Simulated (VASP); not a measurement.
Wanted: the native input for a VASP 6.6.1 run.

```
Task                   : single point
Functional             : r2SCAN
Potentials or basis    : VASP PAW PBE potentials, release 64 (C)
Cutoff                 : 520 eV
k mesh                 : 12 × 12 × 12
Occupations            : fermi-dirac, width 0.1 eV
Spin                   : no spin polarisation
Dipole correction      : no
Further INCAR settings : ALGO = Normal; EDIFF = 1e-07; NBANDS = 11
```

The system is C.

```
CELL_PARAMETERS angstrom
0.00000 1.78339 1.78339
1.78339 0.00000 1.78339
1.78339 1.78339 0.00000
ATOMIC_POSITIONS crystal
C 0.50000 0.50000 0.50000
C 0.75000 0.75000 0.75000
```

One way to write it, as run:

POSCAR

```
C
1.0
    0.0000000000      1.7833900000      1.7833900000
    1.7833900000      0.0000000000      1.7833900000
    1.7833900000      1.7833900000      0.0000000000
C
2
Direct
    0.5000000000      0.5000000000      0.5000000000
    0.7500000000      0.7500000000      0.7500000000
```

INCAR.step1

```
PREC = Accurate
ENCUT = 520
ISMEAR = -1
SIGMA = 0.1
LREAL = F
LASPH = T
NELM = 60
NBANDS = 11
GGA = PE
ALGO = Normal
EDIFF = 1E-4
LWAVE = T
LCHARG = F
```

INCAR.step2

```
PREC = Accurate
ENCUT = 520
EDIFF = 1E-7
ISMEAR = -1
SIGMA = 0.1
LREAL = F
LASPH = T
NELM = 60
ALGO = Normal
ISIF = 2
LWAVE = F
LCHARG = F
METAGGA = R2SCAN
LMIXTAU = T
NBANDS = 11
ISTART = 1
```

KPOINTS

```
Automatic mesh
0
Gamma
  12 12 12
```

Potentials or basis: VASP PAW PBE potentials, release 64 (C).

Launch:

```bash
$ cat potpaw_PBE.64/C/POTCAR > POTCAR
$ cp INCAR.step1 INCAR
$ mpirun -np 1 vasp_std > vasp.out
$ cp INCAR.step2 INCAR
$ mpirun -np 1 vasp_std > vasp.out
```

Results of the run:

* Pressure: -1.3 GPa
* Band gap on the k mesh: 4.34 eV, indirect (least direct gap 5.84 eV)

Caveat: the PAW data sets were made with another functional, which shifts forces and pressure a little.

Run time: 36 s on 1 thread of Intel(R) Xeon(R) Platinum 8375C CPU @ 2.90GHz (Ice Lake), with other jobs on the host, peak memory 0.12 GiB.
